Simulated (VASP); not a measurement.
A run of VASP 6.6.1:

Contents of INCAR:

```
SYSTEM = N
PREC = Accurate
ENCUT = 520
EDIFF = 1E-7
ISMEAR = -1
SIGMA = 0.02
LREAL = .FALSE.
LASPH = .TRUE.
NELM = 80
ALGO = Normal
ISIF = 2
LWAVE = .FALSE.
LCHARG = .TRUE.
GGA = PS
LELF = .TRUE.
LVHAR = .TRUE.
NBANDS = 18
```

File KPOINTS:

```
Automatic mesh
0
G
  4 4 4
  0 0 0
```

The input POSCAR:

```
N
1.0
    5.5336819281      0.0000000000      0.0000000000
    0.0000000000      5.5336819281      0.0000000000
    0.0000000000      0.0000000000      5.5336819281
N
4
Direct
    0.0300000000      0.0300000000      0.0300000000
    0.4700000000      0.9700000000      0.5300000000
    0.5300000000      0.4700000000      0.9700000000
    0.9700000000      0.5300000000      0.4700000000
```

Potentials or basis: VASP PAW PBE potentials, release 64 (N).

Run with:

```sh
$ cat potpaw_PBE.64/N/POTCAR > POTCAR
$ mpirun -np 1 vasp_std > vasp.out
```

Hardware: 1 thread of Intel Xeon 8259CL, with other jobs on the host.

Question: How long does it take, and how much memory?

Answer: Wall time 41 s on 1 thread of Intel Xeon 8259CL (shared host), peak memory 0.25 GiB. Counts: scf iterations 14, k points 11.
